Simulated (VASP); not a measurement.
# BaH2 (P6_3/mmc) in VASP: further runs, part 2 of 2

VASP 6.6.1.

### Step 3. Relaxation of cell and atoms, PBEsol, target pressure 13 GPa, at which the enthalpy is minimised

This run uses another cell than the first one, of 17.40 Å³/atom.

File INCAR:

```
SYSTEM = BaH2
PREC = Accurate
ENCUT = 910
EDIFF = 1E-7
ISMEAR = 0
SIGMA = 0.1
LREAL = .False.
LASPH = .True.
NELM = 120
ALGO = Normal
ISIF = 3
LWAVE = .False.
LCHARG = .False.
GGA = PS
IBRION = 2
NSW = 80
EDIFFG = -0.05
PSTRESS = 130.0
GGA_COMPAT = .False.
NELMIN = 4
```

File KPOINTS:

```
Automatic mesh
0
Gamma
  6 6 4
  0 0 0
```

File POSCAR:

```
BaH2
1.0
    4.4620250523      0.0000000000      0.0000000000
   -2.2310125262      3.8642270477      0.0000000000
    0.0000000000      0.0000000000      6.0552925900
Ba H
2 4
Direct
    0.6666666700      0.3333333300      0.7500000000
    0.3333333300      0.6666666700      0.2500000000
    0.3333333300      0.6666666700      0.7500000000
    0.6666666700      0.3333333300      0.2500000000
    0.0000000000      0.0000000000      0.5000000000
    0.0000000000      0.0000000000      0.0000000000
```

Potentials or basis: VASP PAW PBE potentials, release 64 (Ba_sv, H_h).

Run with:

```console
> cat potpaw_PBE.64/Ba_sv/POTCAR potpaw_PBE.64/H_h/POTCAR > POTCAR
> mpirun -np 1 vasp_std > vasp.out
```

OUTCAR:

```text
SYSTEM = BaH2
   PREC = Accurate
   ENCUT = 910
   EDIFF = 1E-7
   ISMEAR = 0
   LREAL = .False.
   LASPH = .True.
   NELM = 120
   ISIF = 3
   GGA = PS
   IBRION = 2
   NSW = 80
   EDIFFG = -0.05
   PSTRESS = 130.0
   NELMIN = 4

 ion  position               nearest neighbor table
   1  0.667  0.333  0.750-   3 2.58   3 2.58   3 2.58   2 3.98   2 3.98   2 3.98   2 3.98   2 3.98
                             2 3.98
   2  0.333  0.667  0.250-   4 2.58   4 2.58   4 2.58   1 3.98   1 3.98   1 3.98   1 3.98   1 3.98
                             1 3.98
   3  0.333  0.667  0.750-   1 2.58   1 2.58   1 2.58
   4  0.667  0.333  0.250-   2 2.58   2 2.58   2 2.58
   5  0.000  0.000  0.500-
   6  0.000  0.000  0.000-

  LATTYP: Found a hexagonal cell.
 ALAT       =     4.4620250523
 C/A-ratio  =     1.3570727459

  Lattice vectors:

 A1 = (   4.4620250523,   0.0000000000,   0.0000000000)
 A2 = (  -2.2310125262,   3.8642270477,   0.0000000000)
 A3 = (   0.0000000000,   0.0000000000,   6.0552925900)

Analysis of symmetry for initial positions (statically):
=====================================================================
 Subroutine PRICEL returns:
 Original cell was already a primitive cell.

 Routine SETGRP: Setting up the symmetry group for a
 hexagonal supercell.

 Subroutine GETGRP returns: Found 24 space group operations
 (whereof 12 operations were pure point group operations)
 out of a pool of 24 trial point group operations.

The static configuration has the point symmetry D_3d.
 The point group associated with its full space group is D_6h.

Analysis of symmetry for dynamics (positions and initial velocities):
=====================================================================
 Subroutine PRICEL returns:
 Original cell was already a primitive cell.

 Routine SETGRP: Setting up the symmetry group for a
 hexagonal supercell.

 Subroutine GETGRP returns: Found 24 space group operations
 (whereof 12 operations were pure point group operations)
 out of a pool of 24 trial point group operations.

The dynamic configuration has the point symmetry D_3d.
 The point group associated with its full space group is D_6h.
[... 93 lines left out ...]
 SYSTEM =  BaH2
   PREC   = accura    normal or accurate (medium, high low for compatibility)
   ISTART =      0    job   : 0-new  1-cont  2-samecut
   ICHARG =      2    charge: 1-file 2-atom 10-const
   ISPIN  =      1    spin polarized calculation?
   LNONCOLLINEAR =      F non collinear calculations
   LSORBIT =      F    spin-orbit coupling
   LASPH  =      T    aspherical Exc in radial PAW
   ENCUT  =  910.0 eV  66.88 Ry    8.18 a.u.  10.98 10.98 14.89*2*pi/ulx,y,z
   NELM   =    120;   NELMIN=  4; NELMDL= -5     # of ELM steps
   EDIFF  = 0.1E-06   stopping-criterion for ELM
   LREAL  =      F    real-space projection
   EDIFFG = -.5E-01   stopping-criterion for IOM
   NSW    =     80    number of steps for IOM
   IBRION =      2    ionic relax: 0-MD 1-quasi-New 2-CG
   NFREE  =      1    steps in history (QN), initial steepest desc. (CG)
   ISIF   =      3    stress and relaxation
   ISYM   =      2    0-nonsym 1-usesym 2-fastsym
   POTIM  = 0.5000    time-step for ionic-motion
   TEBEG  =    0.0;   TEEND  =   0.0 temperature during run
   PSTRESS=  130.0 pullay stress
   NELECT =      24.0000    total number of electrons
   NUPDOWN=      -1.0000    fix difference up-down
   EMIN   =  10.00;   EMAX   =-10.00  energy-range for DOS
   EFERMI =   0.00;   METHOD = LEGACY
   ISMEAR =     0;   SIGMA  =   0.10  broadening in eV -4-tet -1-fermi 0-gaus
   EFERMI_NEDOS =   21; number of points for ismear=-14 and -15
   IALGO  =     38    algorithm
   IMIX   =      4    mixing-type and parameters
     AMIX     =   0.40;   BMIX     =  1.00
     AMIX_MAG =   1.60;   BMIX_MAG =  1.00
  volume/ion in A,a.u.               =      17.40       117.43
  Fermi-wavevector in a.u.,A,eV,Ry     =   1.002848  1.895109 13.683448  1.005705
  Thomas-Fermi vector in A             =   2.135362
   LORBIT       =      0    0 simple, 1 ext, 2 COOP (PROOUT), +10 PAW based schemes
   GGA     = PS    functional components
   LHFCALC =     F    Hartree Fock is set to
   AEXX    =    0.0000 exact exchange contribution
   IVDW    =     0    specifies the selected vdW correction
   LEPSILON=     F    determine dielectric tensor
   LRPA    =     F    only Hartree local field effects (RPA)
 conjugate gradient relaxation of ions
 non-spin polarized calculation
 Gauss-broadening in eV      SIGMA  =   0.10
  energy-cutoff  :      910.00
  volume of cell :      104.41
 maximum number of plane-waves:      6540
 NGX is ok and might be reduce to    48
   NGX = 21   NGY = 21   NGZ = 29

--------------------------------------- Ionic step        1  -------------------------------------------

 number of electron      23.9999999 magnetization

 Free energy of the ion-electron system (eV)
  ---------------------------------------------------
  ext. energy  EPLUGINS =         0.00000000
  ---------------------------------------------------
  free energy    TOTEN  =       -20.22278828 eV

  energy without entropy =      -20.22278828  energy(sigma->0) =      -20.22278828

 E-fermi :   1.5052     XC(G=0):  -8.8391

 val. band max:        1.0815453700   @ k =   0.0000   0.0000   0.0000
 cond. band min:       2.5065468350   @ k =   0.3333   0.3333   0.5000
 fundamental gap:      1.4250014650
 Fermi energy:         1.5051774381
[... 1138 lines left out ...]
--------------------------------------- Ionic step        9  -------------------------------------------

 number of electron      24.0000000 magnetization

 Free energy of the ion-electron system (eV)
  ---------------------------------------------------
  ext. energy  EPLUGINS =         0.00000000
  ---------------------------------------------------
  free energy    TOTEN  =       -19.58909013 eV

  energy without entropy =      -19.58909013  energy(sigma->0) =      -19.58909013

 E-fermi :   3.0327     XC(G=0): -10.0183

 val. band max:        2.5349762847   @ k =   0.0000   0.0000   0.0000
 cond. band min:       4.1067780967   @ k =   0.3333   0.3333   0.5000
 fundamental gap:      1.5718018120
 Fermi energy:         3.0326802525
[... 434 lines left out ...]
  energy  without entropy=      -19.5890901275  energy(sigma->0) =      -19.58909013

  enthalpy is  TOTEN    =       -13.2327820602 eV   P V=        6.3563080673

 reached required accuracy - stopping structural energy minimisation
```

OSZICAR:

```text
N       E                     dE             d eps       ncg     rms          rms(c)
DAV:   1     0.183189975263E+03    0.18319E+03   -0.13830E+04   672   0.195E+03
DAV:   2    -0.862821872530E+01   -0.19182E+03   -0.18598E+03  1064   0.273E+02
DAV:   3    -0.212083438316E+02   -0.12580E+02   -0.12552E+02   896   0.808E+01
DAV:   4    -0.214244423813E+02   -0.21610E+00   -0.21609E+00  1032   0.898E+00
[... 90 lines left out ...]
DAV:   5    -0.195890824496E+02   -0.49849E-04   -0.54872E-05   848   0.449E-02    0.308E-02
DAV:   6    -0.195890892103E+02   -0.67607E-05   -0.13966E-05   808   0.264E-02    0.157E-02
DAV:   7    -0.195890905254E+02   -0.13151E-05   -0.43658E-06   824   0.198E-02    0.131E-03
DAV:   8    -0.195890901256E+02    0.39973E-06   -0.37867E-07   752   0.408E-03    0.427E-04
DAV:   9    -0.195890901275E+02   -0.18665E-08   -0.17046E-08   360   0.110E-03
   9 F= -.13232782E+02 E0= -.13232782E+02  d E =-.129557E-02
```

It took 4.8 min on 1 thread of Intel Xeon 6975P-C (Granite Rapids), shared host; peak memory 0.47 GiB.

Results:

| Item | Value |
| --- | --- |
| Free energy | -19.5891 eV |
| Relaxed volume | 13.06 Å³/atom |
| Relaxed cell | a = 4.155 Å, b = 4.155 Å, c = 5.239 Å, α = 90.00°, β = 90.00°, γ = 120.00° |
| Space group after relaxing (to 0.1 Å) | P6_3/mmc (No. 194) |
| Energy change on relaxing (the run minimises the enthalpy) | +105.6 meV/atom |
| Ionic steps | 9 |
| Pressure after relaxing | 12.8 GPa |
| Band gap on the k mesh | 1.57 eV (least direct gap 2.17 eV) |

Step by step:
| step | energy change (eV) | largest force (eV/Å) | pressure (GPa) | volume (Å³) |
| --- | --- | --- | --- | --- |
| 1 | 0.0000 | 0.0000 | -1.75 | 104.41 |
| 2 | 0.4511 | 0.0000 | 10.40 | 82.02 |
| 3 | 0.6285 | 0.0000 | 12.79 | 79.56 |
| 4 | 0.6652 | 0.0000 | 13.24 | 79.11 |
| 5 | 0.6570 | 0.0000 | 13.35 | 78.43 |
| 6 | 0.6967 | 0.0000 | 13.68 | 77.58 |
| 7 | 0.6997 | 0.0000 | 13.59 | 77.54 |
| 8 | 0.7025 | 0.0000 | 13.72 | 77.51 |
| 9 | 0.6337 | 0.0000 | 12.83 | 78.34 |

Final structure:
```
Ba H
1.0
     4.15521    0.00000    0.00000
    -2.07760    3.59852    0.00000
     0.00000    0.00000    5.23909
Ba H
2 4
Direct
  0.66667 0.33333 0.75000
  0.33333 0.66667 0.25000
  0.33333 0.66667 0.75000
  0.66667 0.33333 0.25000
  0.00000 0.00000 0.50000
  0.00000 0.00000 0.00000
```

Levels at points of the mesh, in eV from the valence-band top:
```
           k point  band 8  band 9  band 10  band 11  band 12  band 13  band 14  band 15  band 16
(0.00, 0.00, 0.00)  -10.96   -4.97    -4.11    -0.40     0.00     2.35     2.35     3.59     3.59
(0.50, 0.00, 0.00)  -11.26   -3.76    -2.48    -1.95    -1.45     2.09     4.25     5.31     6.28
(0.00, 0.00, 0.50)  -11.64   -3.41    -3.41    -0.71    -0.71     2.01     2.01     2.01     2.01
(0.50, 0.00, 0.50)  -11.34   -3.02    -3.02    -0.94    -0.94     2.64     2.64     4.18     4.18
```

Caveat: the cell is relaxed towards a set pressure, so the run minimises the enthalpy, not the energy; the volume moved by over 15 % at a fixed basis, so the end points are rough; the PAW data sets were made with another functional, which shifts forces and pressure a little; spin-orbit coupling is left out, which moves the levels of the heavy elements.

### Step 4. Single point, PBEsol (14.15 Å³/atom)

This run uses another cell than the first one, of 14.15 Å³/atom.

File INCAR:

```
PREC = Accurate ; ENCUT = 520
EDIFF = 1E-6 ; ISMEAR = 0
SIGMA = 0.02 ; LREAL = False
LASPH = True ; NELM = 80
ALGO = Normal ; ISIF = 2
LWAVE = False ; LCHARG = False
GGA = PS ; NBANDS = 21
```

File KPOINTS:

```
regular mesh
0
Gamma
  9 9 6
```

File POSCAR:

```
BaH2
1.0
    4.2483614148      0.0000000000      0.0000000000
   -2.1241807074      3.6791889097      0.0000000000
    0.0000000000      0.0000000000      5.4323381323
Ba H
2 4
Direct
    0.6666666667      0.3333333333      0.7500000000
    0.3333333333      0.6666666667      0.2500000000
    0.3333333333      0.6666666667      0.7500000000
    0.6666666667      0.3333333333      0.2500000000
    0.0000000000      0.0000000000      0.5000000000
    0.0000000000      0.0000000000      0.0000000000
```

Potentials or basis: VASP PAW PBE potentials, release 64 (Ba_sv, H).

Run with:

```console
> cat potpaw_PBE.64/Ba_sv/POTCAR potpaw_PBE.64/H/POTCAR > POTCAR
> mpirun -np 1 vasp_std > vasp.out
```

OUTCAR:

```text
PREC = Accurate
   ENCUT = 520
   EDIFF = 1E-6
   ISMEAR = 0
   LREAL = False
   LASPH = True
   NELM = 80
   ISIF = 2
   GGA = PS

 ion  position               nearest neighbor table
   1  0.667  0.333  0.750-   3 2.45   3 2.45   3 2.45   4 2.72   4 2.72   5 2.80   6 2.80   5 2.80
                             6 2.80   5 2.80   6 2.80   2 3.66   2 3.66   2 3.66   2 3.66   2 3.66
   2  0.333  0.667  0.250-   4 2.45   4 2.45   4 2.45   3 2.72   3 2.72   5 2.80   6 2.80   6 2.80
                             5 2.80   6 2.80   5 2.80   1 3.66   1 3.66   1 3.66   1 3.66   1 3.66
   3  0.333  0.667  0.750-   1 2.45   1 2.45   1 2.45   2 2.72   2 2.72
   4  0.667  0.333  0.250-   2 2.45   2 2.45   2 2.45   1 2.72   1 2.72
   5  0.000  0.000  0.500-   1 2.80   2 2.80   1 2.80   2 2.80   1 2.80   2 2.80
   6  0.000  0.000  0.000-   1 2.80   2 2.80   1 2.80   2 2.80   1 2.80   2 2.80

  LATTYP: Found a hexagonal cell.
 ALAT       =     4.2483614148
 C/A-ratio  =     1.2786902059

  Lattice vectors:

 A1 = (   4.2483614148,   0.0000000000,   0.0000000000)
 A2 = (  -2.1241807074,   3.6791889097,   0.0000000000)
 A3 = (   0.0000000000,   0.0000000000,   5.4323381323)

Analysis of symmetry for initial positions (statically):
[... 190 lines left out ...]

 k-point     1 :       0.0000    0.0000    0.0000
  band No.  band energies     occupation
      1     -24.9166      2.00000
      2     -24.4645      2.00000
      3     -11.1632      2.00000
      4      -9.9067      2.00000
      5      -9.9067      2.00000
      6      -9.3798      2.00000
[... 565 lines left out ...]
     20       9.7780      0.00000
     21       9.7780      0.00000

 [... further k-points ...]

------------------------ aborting loop because EDIFF is reached ----------------------------------------

  FORCE on cell =-STRESS in cart. coord.  units (eV):
  Direction    XX          YY          ZZ          XY          YZ          ZX
  --------------------------------------------------------------------------------------
  -------------------------------------------------------------------------------------
  Total        3.6683343      3.6683343      3.7597458      0.0000000      0.0000000     -0.0000000
  in kB       69.2180171     69.2180171     70.9428654      0.0000000      0.0000000     -0.0000000
  external PRESSURE =      69.7929665 kB  Pullay stress =       0.0000000 kB

 VOLUME and BASIS-vectors are now :
 -----------------------------------------------------------------------------
  energy-cutoff  :      520.00
  volume of cell :       84.91
      direct lattice vectors                 reciprocal lattice vectors
     4.248361415  0.000000000  0.000000000     0.235384870  0.135899518  0.000000000
    -2.124180707  3.679188910  0.000000000     0.000000000  0.271799036  0.000000000
     0.000000000  0.000000000  5.432338132     0.000000000  0.000000000  0.184082797

 POSITION                                       TOTAL-FORCE (eV/Angst)
 -----------------------------------------------------------------------------------
      2.12418      1.22640      4.07425         0.000000     -0.000000     -0.000000
     -0.00000      2.45279      1.35808        -0.000000      0.000000      0.000000
     -0.00000      2.45279      4.07425         0.000000     -0.000000      0.000000
      2.12418      1.22640      1.35808        -0.000000      0.000000      0.000000
      0.00000      0.00000      2.71617        -0.000000     -0.000000      0.000000
      0.00000      0.00000      0.00000        -0.000000     -0.000000      0.000000
 -----------------------------------------------------------------------------------
    total drift:                               -0.000000      0.000000     -0.000000

  FREE ENERGIE OF THE ION-ELECTRON SYSTEM (eV)
  ---------------------------------------------------
  free  energy   TOTEN  =       -20.1989147916 eV

  energy  without entropy=      -20.1989147916  energy(sigma->0) =      -20.19891479
```

OSZICAR:

```text
N       E                     dE             d eps       ncg     rms          rms(c)
DAV:   1     0.124371167154E+03    0.12437E+03   -0.10291E+04  2016   0.984E+02
DAV:   2    -0.141865629794E+02   -0.13856E+03   -0.13395E+03  2799   0.195E+02
DAV:   3    -0.214467598807E+02   -0.72602E+01   -0.72225E+01  2690   0.447E+01
DAV:   4    -0.215782518692E+02   -0.13149E+00   -0.13143E+00  2744   0.466E+00
DAV:   5    -0.215799715572E+02   -0.17197E-02   -0.17194E-02  2693   0.463E-01    0.930E+00
DAV:   6    -0.204629828742E+02    0.11170E+01   -0.11023E+00  2361   0.476E+00    0.533E+00
DAV:   7    -0.201958190811E+02    0.26716E+00   -0.12500E+00  2462   0.477E+00    0.101E+00
DAV:   8    -0.201995428652E+02   -0.37238E-02   -0.11584E-01  2320   0.159E+00    0.226E-01
DAV:   9    -0.201993487733E+02    0.19409E-03   -0.11408E-02  2382   0.471E-01    0.160E-01
DAV:  10    -0.201989024602E+02    0.44631E-03   -0.21292E-03  2339   0.219E-01    0.136E-02
DAV:  11    -0.201989221903E+02   -0.19730E-04   -0.12916E-04  2695   0.502E-02    0.210E-02
DAV:  12    -0.201989149389E+02    0.72514E-05   -0.13074E-05  2396   0.190E-02    0.608E-03
DAV:  13    -0.201989147916E+02    0.14735E-06   -0.10593E-06  1741   0.466E-03
   1 F= -.20198915E+02 E0= -.20198915E+02  d E =-.323371E-26
```

Run time: 56 s. Hardware: 1 thread of AMD EPYC 7R13, shared host; peak memory 0.23 GiB.

What came out:

```
Free energy            : -20.1989 eV
Pressure               : 7.0 GPa
Band gap on the k mesh : 1.67 eV (least direct gap 2.27 eV)
```

Levels at points of the mesh, in eV from the valence-band top:
```tsv
k point	band 9	band 10	band 11	band 12	band 13	band 14	band 15	band 16
(0.00, 0.00, 0.00)	-4.69	-3.62	-0.13	0.00	2.59	2.59	3.75	3.75
(0.00, 0.00, 0.50)	-3.26	-3.26	-0.47	-0.47	2.31	2.31	2.31	2.31
```

Caveat: the cell stands under pressure; the PAW data sets were made with another functional, which shifts forces and pressure a little; spin-orbit coupling is left out, which moves the levels of the heavy elements.

### Step 5. The runs side by side

```tsv
task	potentials or basis	cell	k mesh	cutoff (eV)	smearing	gap on the mesh (eV)	pressure (GPa)
relaxation of shape and atoms at fixed volume	VASP PAW PBE potentials, release 64 (Ba_sv, H)	relaxed from a = 4.428, b = 4.428, c = 5.853 Å, angles 90.0, 90.0, 120.0°, 6 atoms	9 × 9 × 6	600	gaussian 0.02 eV	1.50	-0.3
relaxation of cell and atoms	VASP PAW PBE potentials, release 64 (Ba_sv, H_h)	relaxed to 13 GPa from a = 4.462, b = 4.462, c = 6.055 Å, angles 90.0, 90.0, 120.0°, 6 atoms	6 × 6 × 4	910	gaussian 0.1 eV	1.57	12.8
single point	VASP PAW PBE potentials, release 64 (Ba_sv, H)	a = 4.248, b = 4.248, c = 5.432 Å, angles 90.0, 90.0, 120.0°, 6 atoms	9 × 9 × 6	520	gaussian 0.02 eV	1.67	7.0
```

Alike in all rows: level PBEsol; no spin polarisation.

Caveats: the PAW data sets were made with another functional, which shifts forces and pressure a little; spin-orbit coupling is left out, which moves the levels of the heavy elements; the cell is relaxed towards a set pressure, so the run minimises the enthalpy, not the energy (at least some runs); the volume moved by over 15 % at a fixed basis, so the end points are rough (at least some runs); the cell stands under pressure (at least some runs).

Absolute energies hang on the potentials; compare differences alone.
